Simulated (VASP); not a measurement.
# H4C in VASP: a series of runs, part 3 of 3

VASP 6.6.1.

## (5) Single point, PBE+D3(BJ)

Input file INCAR:

```
SYSTEM = H4C
PREC     = Accurate       ! precision mode
ENCUT    = 520            ! plane-wave cutoff, eV
EDIFF    = 1E-6           ! SCF threshold, eV
ISMEAR   = -1             ! smearing method
SIGMA    = 0.05           ! smearing width, eV
LREAL    = Auto         
LASPH    = .TRUE.         ! aspherical terms in the spheres
NELM     = 100            ! most SCF steps
ALGO     = Normal         ! electronic algorithm
ISIF     = 2              ! what is computed and relaxed
LWAVE    = .FALSE.        ! write WAVECAR
LCHARG   = .FALSE.        ! write CHGCAR
GGA      = PE             ! functional
IVDW     = 12             ! dispersion correction
NBANDS   = 58             ! bands
```

Input file KPOINTS:

```
Automatic mesh
0
G
  1 1 1
  0 0 0
```

Input file POSCAR:

```
H4C
1.0
    7.8729940000      0.0000000000      0.0000000000
    0.0000000000      7.8729940000      0.0000000000
    0.0000000000      0.0000000000      7.8729940000
H C
32 8
Direct
    0.0158262536      0.7798303924      0.5719552181
   -0.0592150839      0.7155219476      0.6024010688
    0.2420934145      0.1335959357      1.0692755513
    0.2937764210      0.2070749705      1.1090317102
    0.9813547426      0.3646643196      0.2505400106
    0.8979176156      0.3216946437      0.2937002111
    0.4115715063      0.3851393765      0.8714473808
    0.3268007063      0.3516197269      0.8371656323
    0.9214537697      0.5826881108      0.7668112030
    0.8341680433      0.4713327611      0.9220253439
    1.0410143841      0.4692623924      0.9222031669
    0.7924304274      0.2888735848      0.6328977261
    1.0143409229      0.2527882023      0.6746226404
    0.8645884907      0.2011051958      0.8190657836
    0.7193197404     -0.2570686577      0.9339267882
    0.5901185750     -0.2878193480      0.7604857822
    0.7846824220     -0.1142767288      0.7571706520
    0.4325419275      0.0163978278      0.7673827771
    0.4608030947     -0.0612346459      0.9660873614
    0.5854062635      0.1078877997      0.9147981060
    0.8855716135      0.7499434142      0.3324529398
    0.7558623822      0.6730730393      0.1232313908
    0.8733907329      0.8930528843      0.1798680400
    0.5266992455      0.9096285352      0.2246921565
    0.5427795322      0.8537539848      0.4106823910
    0.6701389586      1.0046622670      0.3484189115
    0.0871333066      0.6319705058      0.3055000423
    0.1757781093      0.5939544727      0.5015880871
    0.2548458693      0.7610192514      0.3781661716
    0.4707484853      0.5611080105      0.2696813944
    0.3781153650      0.3808335177      0.3458531786
    0.2890133029      0.4746605929      0.1518228008
    0.9264201141      0.4629750766      0.8349809488
    0.9053734831      0.3002288583      0.7327072776
    0.6673699993     -0.1690462358      0.8198659875
    0.5402773075     -0.0133240290      0.8635215523
    0.7911729642      0.7748640479      0.2315383449
    0.6312973184      0.8820659586      0.3057286720
    0.2103901006      0.6354380557      0.3694401393
    0.3462342280      0.5148486078      0.2791187190
```

Potentials or basis: VASP PAW PBE potentials, release 64 (H, C).

Command:

```console
$ cat potpaw_PBE.64/H/POTCAR potpaw_PBE.64/C/POTCAR > POTCAR
$ mpirun -np 1 vasp_gam > vasp.out
```

OUTCAR:

```text
SYSTEM = H4C
   PREC = Accurate
   ENCUT = 520
   EDIFF = 1E-6
   ISMEAR = -1
   LREAL = Auto
   LASPH = .TRUE.
   NELM = 100
   ISIF = 2
   GGA = PE
   IVDW = 12
 IVDW          = 12

 ion  position               nearest neighbor table
   1  0.016  0.780  0.572-   2 0.81
   2  0.941  0.716  0.602-   1 0.81
   3  0.242  0.134  0.069-   4 0.77
   4  0.294  0.207  0.109-   3 0.77
   5  0.981  0.365  0.251-   6 0.81
   6  0.898  0.322  0.294-   5 0.81
[... 24 lines left out ...]
  31  0.378  0.381  0.346-  40 1.21
  32  0.289  0.475  0.152-  40 1.14
  33  0.926  0.463  0.835-  10 1.00   9 1.09  11 1.13  34 1.52
  34  0.905  0.300  0.733-  13 1.04  14 1.08  12 1.19  33 1.52
  35  0.667  0.831  0.820-  17 1.13  15 1.21  16 1.21  36 1.62
  36  0.540  0.987  0.864-  19 1.09  20 1.10  18 1.16  35 1.62
  37  0.791  0.775  0.232-  21 1.11  22 1.20  23 1.20  38 1.62
  38  0.631  0.882  0.306-  24 1.06  26 1.07  25 1.10  37 1.62
  39  0.210  0.635  0.369-  29 1.05  27 1.09  28 1.12  40 1.60
  40  0.346  0.515  0.279-  30 1.05  32 1.14  31 1.21  39 1.60

  LATTYP: Found a simple cubic cell.
 ALAT       =     7.8729940000

  Lattice vectors:

 A1 = (   7.8729940000,   0.0000000000,   0.0000000000)
 A2 = (   0.0000000000,   7.8729940000,   0.0000000000)
 A3 = (   0.0000000000,   0.0000000000,   7.8729940000)

Analysis of symmetry for initial positions (statically):
=====================================================================
 Subroutine PRICEL returns:
 Original cell was already a primitive cell.

 Routine SETGRP: Setting up the symmetry group for a
 simple cubic supercell.

 Subroutine GETGRP returns: Found  1 space group operations
 (whereof  1 operations were pure point group operations)
 out of a pool of 48 trial point group operations.

The static configuration has the point symmetry C_1 .

Analysis of symmetry for dynamics (positions and initial velocities):
=====================================================================
 Subroutine PRICEL returns:
 Original cell was already a primitive cell.

 Routine SETGRP: Setting up the symmetry group for a
 simple cubic supercell.

 Subroutine GETGRP returns: Found  1 space group operations
 (whereof  1 operations were pure point group operations)
 out of a pool of 48 trial point group operations.

The dynamic configuration has the point symmetry C_1 .

 Subroutine INISYM returns: Found  1 space group operations
 (whereof  1 operations are pure point group operations),
 and found     1 'primitive' translations

----------------------------------------------------------------------------------------

                                     Primitive cell

  volume of cell :     487.9999

  direct lattice vectors                    reciprocal lattice vectors
     7.872994000  0.000000000  0.000000000     0.127016482  0.000000000  0.000000000
     0.000000000  7.872994000  0.000000000     0.000000000  0.127016482  0.000000000
     0.000000000  0.000000000  7.872994000     0.000000000  0.000000000  0.127016482

  length of vectors
     7.872994000  7.872994000  7.872994000     0.127016482  0.127016482  0.127016482

  position of ions in fractional coordinates (direct lattice)
     0.015826254  0.779830392  0.571955218
     0.940784916  0.715521948  0.602401069
     0.242093414  0.133595936  0.069275551
     0.293776421  0.207074971  0.109031710
     0.981354743  0.364664320  0.250540011
     0.897917616  0.321694644  0.293700211
[... 32 lines left out ...]
     0.210390101  0.635438056  0.369440139
     0.346234228  0.514848608  0.279118719

  ion indices of the primitive-cell ions
   primitive index   ion index
                 1           1
                 2           2
                 3           3
                 4           4
                 5           5
                 6           6
[... 32 lines left out ...]
                39          39
                40          40

----------------------------------------------------------------------------------------

 KPOINTS: Automatic mesh

Automatic generation of k-mesh.
 Grid dimensions read from file:
 generate k-points for:    1    1    1

 Generating k-lattice:

  Cartesian coordinates                     Fractional coordinates (reciprocal lattice)
     0.127016482  0.000000000  0.000000000     1.000000000  0.000000000  0.000000000
     0.000000000  0.127016482  0.000000000     0.000000000  1.000000000  0.000000000
     0.000000000  0.000000000  0.127016482     0.000000000  0.000000000  1.000000000

  Length of vectors
     0.127016482  0.127016482  0.127016482

  Shift w.r.t. Gamma in fractional coordinates (k-lattice)
     0.000000000  0.000000000  0.000000000

 Subroutine IBZKPT returns following result:
 ===========================================

 Found      1 irreducible k-points:

 Following reciprocal coordinates:
            Coordinates               Weight
  0.000000  0.000000  0.000000      1.000000
   k-points           NKPTS =      1   k-points in BZ     NKDIM =      1   number of bands    NBANDS=     58
   number of dos      NEDOS =    301   number of ions     NIONS =     40
   total plane-waves  NPLWV = 216000
   dimension x,y,z NGX =    60 NGY =   60 NGZ =   60
   dimension x,y,z NGXF=   120 NGYF=  120 NGZF=  120
   ions per type =              32   8
   NGX,Y,Z   is equivalent  to a cutoff of  12.67, 12.67, 12.67 a.u.
   NGXF,Y,Z  is equivalent  to a cutoff of  25.34, 25.34, 25.34 a.u.
 SYSTEM =  H4C
   PREC   = accura    normal or accurate (medium, high low for compatibility)
   ISTART =      0    job   : 0-new  1-cont  2-samecut
   ICHARG =      2    charge: 1-file 2-atom 10-const
   ISPIN  =      1    spin polarized calculation?
   LNONCOLLINEAR =      F non collinear calculations
   LSORBIT =      F    spin-orbit coupling
   LASPH  =      T    aspherical Exc in radial PAW
   ENCUT  =  520.0 eV  38.22 Ry    6.18 a.u.  14.64 14.64 14.64*2*pi/ulx,y,z
   NELM   =    100;   NELMIN=  2; NELMDL= -5     # of ELM steps
   EDIFF  = 0.1E-05   stopping-criterion for ELM
   LREAL  =      T    real-space projection
   EDIFFG = 0.1E-04   stopping-criterion for IOM
   NSW    =      0    number of steps for IOM
   IBRION =     -1    ionic relax: 0-MD 1-quasi-New 2-CG
   NFREE  =      0    steps in history (QN), initial steepest desc. (CG)
   ISIF   =      2    stress and relaxation
   ISYM   =      2    0-nonsym 1-usesym 2-fastsym
   POTIM  = 0.5000    time-step for ionic-motion
   TEBEG  =    0.0;   TEEND  =   0.0 temperature during run
   PSTRESS=    0.0 pullay stress
   NELECT =      64.0000    total number of electrons
   NUPDOWN=      -1.0000    fix difference up-down
   EMIN   =  10.00;   EMAX   =-10.00  energy-range for DOS
   EFERMI =   0.00;   METHOD = LEGACY
   ISMEAR =    -1;   SIGMA  =   0.05  broadening in eV -4-tet -1-fermi 0-gaus
   EFERMI_NEDOS =   21; number of points for ismear=-14 and -15
   IALGO  =     38    algorithm
   IMIX   =      4    mixing-type and parameters
     AMIX     =   0.40;   BMIX     =  1.00
     AMIX_MAG =   1.60;   BMIX_MAG =  1.00
  volume/ion in A,a.u.               =      12.20        82.33
  Fermi-wavevector in a.u.,A,eV,Ry     =   0.831754  1.571787  9.412711  0.691815
  Thomas-Fermi vector in A             =   1.944694
   LORBIT       =      0    0 simple, 1 ext, 2 COOP (PROOUT), +10 PAW based schemes
   GGA     = PE    functional components
   LHFCALC =     F    Hartree Fock is set to
   AEXX    =    0.0000 exact exchange contribution
   IVDW    =    12    specifies the selected vdW correction
   LEPSILON=     F    determine dielectric tensor
   LRPA    =     F    only Hartree local field effects (RPA)
 non-spin polarized calculation
  energy-cutoff  :      520.00
  volume of cell :      488.00
 maximum number of plane-waves:      6603
 NGX is ok and might be reduce to    60
   NGX = 29   NGY = 29   NGZ = 29

 number of electron      64.0000000 magnetization

 Free energy of the ion-electron system (eV)
  ---------------------------------------------------
  ext. energy  EPLUGINS =         0.00000000
  ---------------------------------------------------
  free energy    TOTEN  =      -184.95313379 eV

  energy without entropy =     -184.95313379  energy(sigma->0) =     -184.95313379

 E-fermi :  -3.5546     XC(G=0):  -5.6272

 val. band max:       -4.7901638686   @ k =   0.0000   0.0000   0.0000
 cond. band min:       1.1161396355   @ k =   0.0000   0.0000   0.0000
 fundamental gap:      5.9063035041
 Fermi energy:        -3.5546005440

 k-point     1 :       0.0000    0.0000    0.0000
  band No.  band energies     occupation
      1     -16.5599      2.00000
      2     -16.1331      2.00000
      3     -15.9254      2.00000
      4     -15.6437      2.00000
      5     -13.3972      2.00000
      6     -13.2566      2.00000
[... 36 lines left out ...]
     43       3.5944      0.00000
     44       3.7693      0.00000
 [bands above 44 left out]

------------------------ aborting loop because EDIFF is reached ----------------------------------------

 Edisp (eV)   -1.15250

 E8    (eV) :    -0.2456

  FORCE on cell =-STRESS in cart. coord.  units (eV):
  Direction    XX          YY          ZZ          XY          YZ          ZX
  --------------------------------------------------------------------------------------
  -------------------------------------------------------------------------------------
  Total      -8.09399   -11.02768    -0.14310     0.53391    -3.30909    -5.46869
  in kB     -26.57378   -36.20554    -0.46982     1.75290   -10.86425   -17.95455
  external pressure =      -21.08 kB  Pullay stress =        0.00 kB

 VOLUME and BASIS-vectors are now :
 -----------------------------------------------------------------------------
  energy-cutoff  :      520.00
  volume of cell :      488.00
      direct lattice vectors                 reciprocal lattice vectors
     7.872994000  0.000000000  0.000000000     0.127016482  0.000000000  0.000000000
     0.000000000  7.872994000  0.000000000     0.000000000  0.127016482  0.000000000
     0.000000000  0.000000000  7.872994000     0.000000000  0.000000000  0.127016482

 POSITION                                       TOTAL-FORCE (eV/Angst)
 -----------------------------------------------------------------------------------
      0.12460      6.13960      4.50300        -1.271477     -0.861508      0.535742
      7.40679      5.63330      4.74270         1.165781      1.291898     -0.556369
      1.90600      1.05180      0.54541         0.343133      0.495268      0.335870
      2.31290      1.63030      0.85841        -0.456724     -0.640352     -0.257739
      7.72620      2.87100      1.97250        -1.306994     -0.718274      0.668372
      7.06930      2.53270      2.31230         1.274206      0.646475     -0.674175
[... 32 lines left out ...]
      1.65640      5.00280      2.90860         0.382626     -2.899412      0.586201
      2.72590      4.05340      2.19750        -2.463514     -2.781477      0.550444
 -----------------------------------------------------------------------------------
    total drift:                               -0.004255      0.004024     -0.002543

  FREE ENERGIE OF THE ION-ELECTRON SYSTEM (eV)
  ---------------------------------------------------
  free  energy   TOTEN  =      -186.1056337878 eV

  energy  without entropy=     -186.1056337877  energy(sigma->0) =     -186.10563379
```

Wall time 31 s (1 thread of Intel Xeon 6975P-C (Granite Rapids), shared host); peak memory 0.46 GiB.

Results:

- Free energy: -186.1056 eV
- Pressure: -2.1 GPa
- Largest force: 4.235 eV/Å
- Band gap on the k mesh: 5.91 eV
- Dispersion energy per atom: -0.029 eV

Forces on the atoms (eV/Å):
```
H   -1.271 -0.862  0.536
H    1.166  1.292 -0.556
H    0.343  0.495  0.336
H   -0.457 -0.640 -0.258
H   -1.307 -0.718  0.668
H    1.274  0.646 -0.674
H   -0.434 -0.118 -0.262
H    0.479  0.238  0.119
H    0.215 -0.009 -0.357
H   -3.325  0.190  2.615
H   -0.313 -0.357 -1.045
H    1.649  0.895  1.246
H    1.772 -0.414 -1.090
H    0.063 -0.469  0.551
H   -0.881  2.427 -1.408
H    1.341  2.444 -0.154
H   -1.073 -1.060 -0.158
H    1.731 -0.366  0.385
H   -0.195 -0.127  0.468
H    0.709 -0.152 -0.347
H   -0.900 -1.138 -0.094
H    0.959  1.613  2.366
H   -1.361 -1.988 -0.371
H   -0.221  0.152 -1.926
H    0.976 -1.535  0.695
H    0.864  1.054  0.079
H    0.251  0.054 -0.349
H    0.652  0.067 -0.703
H    0.511  1.575 -0.025
H    1.353  1.232 -0.495
H   -1.096  2.020 -0.591
H    0.954  0.528  0.907
C    2.937 -0.087 -1.360
C   -2.973 -0.081 -0.319
C   -0.627 -1.234  0.859
C   -1.318 -1.755 -0.243
C   -0.516  2.737 -0.620
C    0.151 -0.865  0.439
C    0.383 -2.899  0.586
C   -2.464 -2.781  0.550
```

Caveat: the k points lie up to 0.80 Å⁻¹ apart.

## (6) Single point, PBE+D3(BJ)

Input file INCAR:

```
SYSTEM = H4C
PREC = Accurate
ENCUT = 520
EDIFF = 1E-6
ISMEAR = -1
SIGMA = 0.05
LREAL = Auto
LASPH = .TRUE.
NELM = 60
ALGO = Normal
ISIF = 2
LWAVE = .FALSE.
LCHARG = .TRUE.
GGA = PE
IVDW = 12
LELF = .TRUE.
LVHAR = .TRUE.
NBANDS = 58
```

KPOINTS is that of step 5.

Input file POSCAR:

```
H4C
1.0
    7.8729940000      0.0000000000      0.0000000000
    0.0000000000      7.8729940000      0.0000000000
    0.0000000000      0.0000000000      7.8729940000
H C
32 8
Direct
    0.0692112810      0.9806307486      0.5176937770
    0.1414074493      0.9617179945      0.5771501922
    0.1811000999      0.0653880849      1.0514297356
    0.1096025222      0.0841611209      1.1039510509
    0.7236510024      0.3603838641      0.2591136231
    0.7332153435      0.4435415548      0.1958340118
    0.6188115982      0.3332150386      0.7697452837
    0.6102760906      0.4321989830      0.7545541125
    0.9575137489      0.5087391150      0.6261785542
    0.8436942795      0.5015118772      0.7842886709
    1.0561166438      0.5109619034      0.8434656498
    0.8332789279      0.2359712201      0.6497782165
    1.0565357982      0.2188112934      0.6686909707
    0.9262803960      0.1914392415      0.8321484813
    0.7262294370     -0.2011814057      0.8875530707
    0.5183542627     -0.2705705098      0.8347142142
    0.6336090184     -0.1055633981      0.6869178358
    0.3776072991      0.0491553785      0.8205518765
    0.4218217364     -0.0378636133      1.0049417032
    0.5868034448      0.1089293349      0.9052718699
    0.8708631049      0.8910587256      0.3290107931
    0.7514168053      0.7351586957      0.2100090512
    0.8125879430      0.9535000281      0.1387909098
    0.4812654500      0.8721840764      0.2962024358
    0.6079008824      0.8248450335      0.4517849245
    0.5889627250      1.0489402126      0.3881623687
    0.1177442787      0.5868796547      0.2555698633
    0.1822686515      0.6105682286      0.4616414035
    0.2568273264      0.7426399664      0.3017149511
    0.4648168156      0.4520516591      0.3765530623
    0.3480251604      0.3440241413      0.2414964371
    0.4726537325      0.5213899566      0.1565605156
    0.9636994516      0.4580087321      0.7471109466
    0.9451550452      0.2683858263      0.7330248188
    0.6059067237     -0.1503367080      0.8206407880
    0.4954023844      0.0038231961      0.9024902089
    0.7554051229      0.8758040461      0.2484950452
    0.5839328723      0.9248451098      0.3636608894
    0.2351456130      0.6090567324      0.3343581870
    0.3850123600      0.4897755543      0.2682969147
```

Potentials or basis: VASP PAW PBE potentials, release 64 (H, C).

Command:

```console
$ cat potpaw_PBE.64/H/POTCAR potpaw_PBE.64/C/POTCAR > POTCAR
$ mpirun -np 1 vasp_gam > vasp.out
```

Wall time 35 s (1 thread of Intel Xeon 6975P-C (Granite Rapids), shared host); peak memory 0.47 GiB.

Results (log left out):

```yaml
Free_energy: -186.3112 eV
Pressure: -0.9 GPa
Largest_force: 6.862 eV/Å
Band_gap_on_the_k_mesh: 6.54 eV
Dispersion_energy_per_atom: -0.028 eV
```

Forces on the atoms (eV/Å):
```
H    0.065 -0.078  0.013
H    0.005 -0.072 -0.063
H    1.035 -0.260 -0.775
H   -1.124  0.290  0.827
H    0.308  1.370 -1.138
H   -0.024 -1.515  1.086
H   -0.292  1.236 -0.232
H   -0.089 -1.185  0.170
H    1.203  1.136 -2.306
H   -1.689  0.875  1.331
H   -0.271 -0.434 -1.128
H    0.676  0.322  0.094
H    0.260 -0.326 -0.292
H   -0.430 -1.821  3.897
H   -1.129  1.404 -0.437
H    1.027  1.438 -1.019
H   -0.105 -1.045  0.934
H    1.964 -0.731  0.152
H    0.069 -0.211  2.315
H   -0.614  0.219  1.039
H   -0.493 -0.455  0.416
H   -0.043  1.416  0.259
H   -1.707 -0.457  0.480
H   -1.498  0.340 -0.939
H   -0.135  0.183  1.771
H   -0.330  3.731  1.411
H    0.532 -0.181  0.223
H    0.769 -0.662  0.656
H    0.456  0.087  0.160
H    0.511  0.784  0.081
H   -0.294  2.298 -0.082
H   -1.266  0.411  1.141
C    0.144 -0.786  2.588
C    0.399  1.214 -4.131
C   -1.732 -0.742  0.490
C    0.568 -0.429 -3.350
C    0.696  0.028  0.007
C    3.593 -4.694 -3.484
C   -0.531 -0.183 -2.891
C   -0.489 -2.515  0.727
```

Stress tensor (GPa, compression positive):
```
-2.60  0.56  0.61
 0.56 -1.63 -0.31
 0.61 -0.31  1.59
```

Levels at points of the mesh, in eV from the valence-band top:
```tsv
k point	band 30	band 31	band 32	band 33	band 34	band 35
(0.00, 0.00, 0.00)	-0.40	-0.16	0.00	6.54	6.73	6.91
```

Caveat: the k points lie up to 0.80 Å⁻¹ apart.
